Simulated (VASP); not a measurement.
# HoMoN2 (P4/mmm) in VASP: notebook

HoMoN2 is run at these levels: PBE; tasks: single point.

Program: VASP 6.6.1. These are calculated values, not measurements. Logs are shortened: lines on timing, memory, paths and dates and some standing lists are left out, and cuts for length are marked.

## (1) The cell of the first run

Symmetry: P4/mmm, No. 123, tetragonal system. Conventional cell: a = 3.989 Å, b = 3.989 Å, c = 3.213 Å, α = 90.00°, β = 90.00°, γ = 90.00°. Within 3.4 Å of Ho (site symmetry 4/mmm) lie 8 N at 2.56 Å and 2 Ho at 3.21 Å and 8 Mo at 3.25 Å. Within 2.6 Å of Mo (site symmetry 4/mmm) lie 4 N at 1.99 Å. N (site symmetry mmm) has 2 Mo at 1.99 Å and 4 Ho at 2.56 Å within 2.6 Å.

The cell was built from a structure type or drawn by symmetry, and may not be a known phase.

## (2) Single point, PBE

Contents of INCAR:

```
  PREC = Accurate
  ENCUT = 600
  EDIFF = 1E-6
  ISMEAR = 0
  SIGMA = 0.1
  LREAL = False
  LASPH = True
  NELM = 200
  ALGO = Normal
  ISIF = 2
  LWAVE = False
  LCHARG = False
  GGA = PE
  NBANDS = 24
  GGA_COMPAT = False
  LMAXMIX = 6
```

Contents of KPOINTS:

```
Automatic mesh
0
Gamma
  10 10 12
```

Contents of POSCAR:

```
HoMoN2
1.0
    3.9891296997      0.0000000000      0.0000000000
    0.0000000000      3.9891296997      0.0000000000
    0.0000000000      0.0000000000      3.2131295349
Ho Mo N
1 1 2
Direct
    0.5000000000      0.5000000000      0.0000000000
    0.0000000000      0.0000000000      0.5000000000
    0.5000000000      0.0000000000      0.5000000000
    0.0000000000      0.5000000000      0.5000000000
```

Potentials or basis: VASP PAW PBE potentials, release 64 (Ho_3, Mo_sv, N), 4f in core.

Launch:

```console
cat potpaw_PBE.64/Ho_3/POTCAR potpaw_PBE.64/Mo_sv/POTCAR potpaw_PBE.64/N/POTCAR > POTCAR
mpirun -np 1 vasp_std > vasp.out
```

OUTCAR:

```text
PREC = Accurate
   ENCUT = 600
   EDIFF = 1E-6
   ISMEAR = 0
   LREAL = False
   LASPH = True
   NELM = 200
   ISIF = 2
   GGA = PE

 ion  position               nearest neighbor table
   1  0.500  0.500  0.000-   3 2.56   4 2.56   3 2.56   4 2.56   3 2.56   3 2.56   4 2.56   4 2.56
                             2 3.25   2 3.25   2 3.25   2 3.25   2 3.25   2 3.25   2 3.25   2 3.25
   2  0.000  0.000  0.500-   3 1.99   4 1.99   4 1.99   3 1.99   1 3.25   1 3.25   1 3.25   1 3.25
                             1 3.25   1 3.25   1 3.25   1 3.25
   3  0.500  0.000  0.500-   2 1.99   2 1.99   1 2.56   1 2.56   1 2.56   1 2.56
   4  0.000  0.500  0.500-   2 1.99   2 1.99   1 2.56   1 2.56   1 2.56   1 2.56

  LATTYP: Found a simple tetragonal cell.
 ALAT       =     3.9891296997
 C/A-ratio  =     0.8054713125

  Lattice vectors:

 A1 = (   3.9891296997,   0.0000000000,   0.0000000000)
 A2 = (   0.0000000000,   3.9891296997,   0.0000000000)
 A3 = (   0.0000000000,   0.0000000000,   3.2131295349)

Analysis of symmetry for initial positions (statically):
=====================================================================
 Subroutine PRICEL returns:
 Original cell was already a primitive cell.

 Routine SETGRP: Setting up the symmetry group for a
 simple tetragonal supercell.

 Subroutine GETGRP returns: Found 16 space group operations
 (whereof 16 operations were pure point group operations)
 out of a pool of 16 trial point group operations.

The static configuration has the point symmetry D_4h.

Analysis of symmetry for dynamics (positions and initial velocities):
=====================================================================
 Subroutine PRICEL returns:
 Original cell was already a primitive cell.

 Routine SETGRP: Setting up the symmetry group for a
 simple tetragonal supercell.

 Subroutine GETGRP returns: Found 16 space group operations
 (whereof 16 operations were pure point group operations)
 out of a pool of 16 trial point group operations.

The dynamic configuration has the point symmetry D_4h.

 Subroutine INISYM returns: Found 16 space group operations
 (whereof 16 operations are pure point group operations),
 and found     1 'primitive' translations

[... 82 lines left out ...]
   total plane-waves  NPLWV =  28672
   dimension x,y,z NGX =    32 NGY =   32 NGZ =   28
   dimension x,y,z NGXF=    64 NGYF=   64 NGZF=   56
   ions per type =               1   1   2
   NGX,Y,Z   is equivalent  to a cutoff of  13.34, 13.34, 14.49 a.u.
   NGXF,Y,Z  is equivalent  to a cutoff of  26.67, 26.67, 28.97 a.u.
 SYSTEM =  unknown system
   PREC   = accura    normal or accurate (medium, high low for compatibility)
   ISTART =      0    job   : 0-new  1-cont  2-samecut
   ICHARG =      2    charge: 1-file 2-atom 10-const
   ISPIN  =      1    spin polarized calculation?
   LNONCOLLINEAR =      F non collinear calculations
   LSORBIT =      F    spin-orbit coupling
   LASPH  =      T    aspherical Exc in radial PAW
   ENCUT  =  600.0 eV  44.10 Ry    6.64 a.u.   7.97  7.97  6.42*2*pi/ulx,y,z
   NELM   =    200;   NELMIN=  2; NELMDL= -5     # of ELM steps
   EDIFF  = 0.1E-05   stopping-criterion for ELM
   LREAL  =      F    real-space projection
[... 7 lines left out ...]
   TEBEG  =    0.0;   TEEND  =   0.0 temperature during run
   PSTRESS=    0.0 pullay stress
   NELECT =      33.0000    total number of electrons
   NUPDOWN=      -1.0000    fix difference up-down
   EMIN   =  10.00;   EMAX   =-10.00  energy-range for DOS
   EFERMI =   0.00;   METHOD = LEGACY
   ISMEAR =     0;   SIGMA  =   0.10  broadening in eV -4-tet -1-fermi 0-gaus
   EFERMI_NEDOS =   21; number of points for ismear=-14 and -15
   IALGO  =     38    algorithm
   IMIX   =      4    mixing-type and parameters
     AMIX     =   0.40;   BMIX     =  1.00
     AMIX_MAG =   1.60;   BMIX_MAG =  1.00
  volume/ion in A,a.u.               =      12.78        86.26
  Fermi-wavevector in a.u.,A,eV,Ry     =   1.414766  2.673520 27.232917  2.001563
  Thomas-Fermi vector in A             =   2.536274
   LORBIT       =      0    0 simple, 1 ext, 2 COOP (PROOUT), +10 PAW based schemes
   GGA     = PE    functional components
   LHFCALC =     F    Hartree Fock is set to
   AEXX    =    0.0000 exact exchange contribution
   IVDW    =     0    specifies the selected vdW correction
   LEPSILON=     F    determine dielectric tensor
   LRPA    =     F    only Hartree local field effects (RPA)
 non-spin polarized calculation
 Gauss-broadening in eV      SIGMA  =   0.10
  energy-cutoff  :      600.00
  volume of cell :       51.13
 maximum number of plane-waves:      1732
 NGX is ok and might be reduce to    32
   NGX = 15   NGY = 15   NGZ = 13

 number of electron      33.0000005 magnetization

 Free energy of the ion-electron system (eV)
  ---------------------------------------------------
  ext. energy  EPLUGINS =         0.00000000
  ---------------------------------------------------
  free energy    TOTEN  =       -36.35251502 eV

  energy without entropy =      -36.34677622  energy(sigma->0) =      -36.34964562

 E-fermi :   7.8506     XC(G=0): -12.2512

 val. band max:        7.8373418825   @ k =   0.2000   0.1000   0.1667
 cond. band min:       7.8511424573   @ k =   0.2000   0.0000   0.1667
 fundamental gap:      0.0138005748
 Fermi energy:         7.8505582934

 k-point     1 :       0.0000    0.0000    0.0000
  band No.  band energies     occupation
      1     -53.7094      2.00000
      2     -28.0025      2.00000
      3     -28.0025      2.00000
      4     -27.4972      2.00000
      5     -16.0636      2.00000
      6     -16.0636      2.00000
[... 637 lines left out ...]
     23      12.9017      0.00000
     24      12.9823      0.00000

 [... further k-points ...]
[... 5 lines left out ...]
  --------------------------------------------------------------------------------------
  -------------------------------------------------------------------------------------
  Total        0.0944179      0.0944179      0.0467640      0.0000000      0.0000000      0.0000000
  in kB        2.9585594      2.9585594      1.4653390      0.0000000      0.0000000      0.0000000
  external PRESSURE =       2.4608192 kB  Pullay stress =       0.0000000 kB

 VOLUME and BASIS-vectors are now :
 -----------------------------------------------------------------------------
  energy-cutoff  :      600.00
  volume of cell :       51.13
      direct lattice vectors                 reciprocal lattice vectors
     3.989129700  0.000000000  0.000000000     0.250681245  0.000000000  0.000000000
     0.000000000  3.989129700  0.000000000     0.000000000  0.250681245  0.000000000
     0.000000000  0.000000000  3.213129535     0.000000000  0.000000000  0.311223058

 POSITION                                       TOTAL-FORCE (eV/Angst)
 -----------------------------------------------------------------------------------
      1.99456      1.99456      0.00000         0.000000      0.000000      0.000000
      0.00000      0.00000      1.60656         0.000000      0.000000      0.000000
      1.99456      0.00000      1.60656         0.000000      0.000000      0.000000
      0.00000      1.99456      1.60656         0.000000      0.000000      0.000000
 -----------------------------------------------------------------------------------
    total drift:                                0.000000     -0.000000     -0.000000

  FREE ENERGIE OF THE ION-ELECTRON SYSTEM (eV)
  ---------------------------------------------------
  free  energy   TOTEN  =       -36.3525150226 eV

  energy  without entropy=      -36.3467762181  energy(sigma->0) =      -36.34964562
```

stdout:

```text
POSCAR found type information on POSCAR HoMoN
 POSCAR found :  3 types and       4 ions
 scaLAPACK will be used
 LDA part: xc-table for (Slater+PW92), standard interpolation
 POSCAR, INCAR and KPOINTS ok, starting setup
 FFT: planning ... GRIDC
 FFT: planning ... GRID_SOFT
 FFT: planning ... GRID
 WAVECAR not read
 entering main loop
```

Wall time 65 s (1 thread of Intel Xeon 6975P-C (Granite Rapids), shared host); peak memory 0.36 GiB.

Results:

| Quantity | Value |
| --- | --- |
| Free energy | -36.3525 eV |
| Pressure | 0.2 GPa |
| Band gap on the k mesh | zero (an odd number of electrons rules out a gap without spin polarisation) |

Stress tensor (GPa, compression positive):
```
0.30 0.00 0.00
0.00 0.30 0.00
0.00 0.00 0.15
```

Caveat: spin-orbit coupling is left out, which moves the levels of the heavy elements; the 4f electrons are frozen in the core, so they carry no moment and show no levels; the run has no spin polarisation, though such a crystal can be magnetic.

## (3) Single point, PBE

Contents of INCAR:

```
  PREC = Accurate
  ENCUT = 600
  EDIFF = 1E-6
  ISMEAR = 0
  SIGMA = 0.1
  LREAL = F
  LASPH = T
  NELM = 200
  ALGO = Normal
  ISIF = 2
  LWAVE = F
  LCHARG = F
  GGA = PE
  NBANDS = 24
  GGA_COMPAT = F
  LMAXMIX = 6
```

KPOINTS is that of step 2.

Contents of POSCAR:

```
HoMoN2
1.0
    3.9889784448      0.0000000000      0.0000000000
    0.0000000000      3.9889784448      0.0000000000
    0.0000000000      0.0000000000      3.2130471358
Ho Mo N
1 1 2
Direct
    0.5000000000      0.5000000000      0.0000000000
    0.0000000000      0.0000000000      0.5000000000
    0.5000000000      0.0000000000      0.5000000000
    0.0000000000      0.5000000000      0.5000000000
```

Potentials or basis: VASP PAW PBE potentials, release 64 (Ho_3, Mo_sv, N), 4f in core.

Launch:

```console
cat potpaw_PBE.64/Ho_3/POTCAR potpaw_PBE.64/Mo_sv/POTCAR potpaw_PBE.64/N/POTCAR > POTCAR
mpirun -np 1 vasp_std > vasp.out
```

Wall time 63 s (1 thread of Intel Xeon 6975P-C (Granite Rapids), shared host); peak memory 0.35 GiB.

The run converged. Its results:

```yaml
Free_energy: -36.3525 eV
Pressure: 0.3 GPa
Band_gap_on_the_k_mesh: zero (an odd number of electrons rules out a gap without spin polarisation)
```

Stress tensor (GPa, compression positive):
```
0.33 0.00 0.00
0.00 0.33 0.00
0.00 0.00 0.16
```

Levels at points of the mesh, in eV from the Fermi level:
| k point | band 14 | band 15 | band 16 | band 17 | band 18 | band 19 |
| --- | --- | --- | --- | --- | --- | --- |
| (0.00, 0.00, 0.00) | -2.00 | -1.63 | -1.46 | -1.46 | -0.27 | -0.27 |
| (0.50, 0.00, 0.00) | -3.00 | -2.91 | -2.85 | 0.02 | 1.17 | 2.25 |
| (0.50, 0.50, 0.00) | -4.24 | -3.15 | -1.87 | 1.08 | 2.80 | 2.80 |
| (0.00, 0.00, 0.50) | -1.67 | -1.67 | -1.42 | -1.42 | -1.12 | 2.29 |
| (0.50, 0.00, 0.50) | -2.82 | -2.44 | -2.15 | 1.54 | 2.02 | 2.12 |
| (0.50, 0.50, 0.50) | -5.28 | -0.97 | -0.37 | 2.23 | 2.23 | 3.32 |

Caveat: spin-orbit coupling is left out, which moves the levels of the heavy elements; the 4f electrons are frozen in the core, so they carry no moment and show no levels; the run has no spin polarisation, though such a crystal can be magnetic. With open d or f shells a metallic result of PBE can be an artefact of self-interaction; +U or a hybrid may open a gap.

## (4) Single point, PBE (13.17 Å³/atom)

This run uses another cell than the first one, of 13.17 Å³/atom.

Contents of INCAR:

```
ALGO     = Normal         # electronic algorithm
EDIFF    = 1E-6           # SCF threshold, eV
ENCUT    = 600            # plane-wave cutoff, eV
GGA      = PE             # functional
GGA_COMPAT= False        
ISIF     = 2              # what is computed and relaxed
ISMEAR   = 0              # smearing method
LASPH    = True           # aspherical terms in the spheres
LCHARG   = False          # write CHGCAR
LMAXMIX  = 6              # l up to which the mixer works
LREAL    = False          # projectors in reciprocal space
LWAVE    = False          # write WAVECAR
NBANDS   = 24             # bands
NELM     = 200            # most SCF steps
PREC     = Accurate       # precision mode
SIGMA    = 0.1            # smearing width, eV
```

Contents of KPOINTS:

```
k-points
0
Gamma
  10 10 12
```

Contents of POSCAR:

```
HoMoN2
1.0
    4.0098706751      0.0000000000      0.0000000000
    0.0000000000      4.0098706751      0.0000000000
    0.0000000000      0.0000000000      3.2753750792
Ho Mo N
1 1 2
Direct
    0.5000000000      0.5000000000      0.0000000000
    0.0000000000      0.0000000000      0.5000000000
    0.5000000000      0.0000000000      0.5000000000
    0.0000000000      0.5000000000      0.5000000000
```

Launch:

```console
cat potpaw_PBE.64/Ho_3/POTCAR potpaw_PBE.64/Mo_sv/POTCAR potpaw_PBE.64/N/POTCAR > POTCAR
mpirun -np 1 vasp_std > vasp.out
```

Wall time 65 s (1 thread of Intel Xeon 6975P-C (Granite Rapids), shared host); peak memory 0.37 GiB.

Results (log left out):

```yaml
Free_energy: -36.3318 eV
Pressure: -4.8 GPa
Band_gap_on_the_k_mesh: zero (an odd number of electrons rules out a gap without spin polarisation)
```

Stress tensor (GPa, compression positive):
```
-4.72  0.00  0.00
 0.00 -4.72  0.00
 0.00  0.00 -4.89
```

Levels at points of the mesh, in eV from the Fermi level:
| k point | band 14 | band 15 | band 16 | band 17 | band 18 | band 19 |
| --- | --- | --- | --- | --- | --- | --- |
| (0.00, 0.00, 0.00) | -1.89 | -1.64 | -1.42 | -1.42 | -0.33 | -0.33 |
| (0.50, 0.00, 0.00) | -2.93 | -2.93 | -2.73 | -0.04 | 1.22 | 2.23 |
| (0.50, 0.50, 0.00) | -4.23 | -3.03 | -1.74 | 1.16 | 2.71 | 2.71 |
| (0.00, 0.00, 0.50) | -1.58 | -1.58 | -1.41 | -1.41 | -1.08 | 2.10 |
| (0.50, 0.00, 0.50) | -2.80 | -2.31 | -2.15 | 1.57 | 1.95 | 2.00 |
| (0.50, 0.50, 0.50) | -5.17 | -0.91 | -0.39 | 2.23 | 2.23 | 3.05 |

Caveat: the cell stands under tension; spin-orbit coupling is left out, which moves the levels of the heavy elements; the 4f electrons are frozen in the core, so they carry no moment and show no levels; the run has no spin polarisation, though such a crystal can be magnetic. With open d or f shells a metallic result of PBE can be an artefact of self-interaction; +U or a hybrid may open a gap.

## (5) Single point, PBE (13.55 Å³/atom)

This run uses another cell than the first one, of 13.55 Å³/atom.

Contents of INCAR:

```
PREC     = Accurate       # precision mode
ENCUT    = 600            # plane-wave cutoff, eV
EDIFF    = 1E-6           # SCF threshold, eV
ISMEAR   = 0              # smearing method
SIGMA    = 0.1            # smearing width, eV
LREAL    = F              # projectors in reciprocal space
LASPH    = T              # aspherical terms in the spheres
NELM     = 200            # most SCF steps
ALGO     = Normal         # electronic algorithm
ISIF     = 2              # what is computed and relaxed
LWAVE    = F              # write WAVECAR
LCHARG   = F              # write CHGCAR
GGA      = PE             # functional
NBANDS   = 24             # bands
GGA_COMPAT= F            
LMAXMIX  = 6              # l up to which the mixer works
```

Contents of KPOINTS:

```
regular mesh
0
Gamma
  10 10 12
```

Contents of POSCAR:

```
HoMoN2
1.0
    4.0298709659      0.0000000000      0.0000000000
    0.0000000000      4.0298709659      0.0000000000
    0.0000000000      0.0000000000      3.3373990054
Ho Mo N
1 1 2
Direct
    0.5000000000      0.5000000000      0.0000000000
    0.0000000000      0.0000000000      0.5000000000
    0.5000000000      0.0000000000      0.5000000000
    0.0000000000      0.5000000000      0.5000000000
```

Launch:

```console
cat potpaw_PBE.64/Ho_3/POTCAR potpaw_PBE.64/Mo_sv/POTCAR potpaw_PBE.64/N/POTCAR > POTCAR
mpirun -np 1 vasp_std > vasp.out
```

Run time: 62 s. Hardware: 1 thread of Intel Xeon 6975P-C (Granite Rapids), shared host; peak memory 0.36 GiB.

Results (log left out):

| Quantity | Value |
| --- | --- |
| Free energy | -36.2666 eV |
| Pressure | -9.1 GPa |
| Band gap on the k mesh | zero (an odd number of electrons rules out a gap without spin polarisation) |

Stress tensor (GPa, compression positive):
```
-9.01  0.00  0.00
 0.00 -9.01  0.00
 0.00  0.00 -9.16
```

Levels at points of the mesh, in eV from the Fermi level:
| k point | band 14 | band 15 | band 16 | band 17 | band 18 | band 19 |
| --- | --- | --- | --- | --- | --- | --- |
| (0.00, 0.00, 0.00) | -1.78 | -1.64 | -1.38 | -1.38 | -0.37 | -0.37 |
| (0.50, 0.00, 0.00) | -2.93 | -2.86 | -2.62 | -0.08 | 1.25 | 2.21 |
| (0.50, 0.50, 0.00) | -4.21 | -2.92 | -1.61 | 1.23 | 2.63 | 2.63 |
| (0.00, 0.00, 0.50) | -1.49 | -1.49 | -1.38 | -1.38 | -1.04 | 1.92 |
| (0.50, 0.00, 0.50) | -2.77 | -2.20 | -2.14 | 1.59 | 1.80 | 1.99 |
| (0.50, 0.50, 0.50) | -5.06 | -0.84 | -0.40 | 2.23 | 2.23 | 2.81 |

Caveat: the cell stands under tension; spin-orbit coupling is left out, which moves the levels of the heavy elements; the 4f electrons are frozen in the core, so they carry no moment and show no levels; the run has no spin polarisation, though such a crystal can be magnetic. With open d or f shells a metallic result of PBE can be an artefact of self-interaction; +U or a hybrid may open a gap.

(Continued in part 2 of 2.)
